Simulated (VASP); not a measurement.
Rh:

```xyz
2
Lattice="2.7249 0.0000 0.0000 -1.3624 2.3598 0.0000 0.0000 0.0000 4.3851" Properties=species:S:1:pos:R:3 pbc="T T T"
Rh    1.3624    0.7866    3.2888
Rh    0.0000    1.5732    1.0963
```

This isn't the form of Rh at room conditions, which is fcc.

Base run:

| Item | Value |
| --- | --- |
| Program | VASP 6.6.1 |
| Functional | PBE |
| Potentials or basis | VASP PAW PBE potentials, release 64 (Rh_pv) |
| Cutoff | 500 eV |
| k mesh | 21 × 21 × 12 |
| Occupations | gaussian, width 0.15 eV |
| Spin | collinear spin, ferromagnetic start |
| Starting moments | [0.75, 0.75] μB |
| Fixed moment | 1.5 μB |

Its results: pressure 3.5 GPa; site moments Rh +0.75 μB.

Problem. The run is repeated on the same cell with these changes: fixed moment from 1.5 μB to 0.75 μB; moments at the start from [0.75, 0.75] to [0.38, 0.38]. What comes out?

Solution. Pressure 1.0 GPa; site moments Rh +0.38 μB.

Caveats: the total moment is fixed, so each spin has its own Fermi level; the cell stands under pressure (at least some runs).
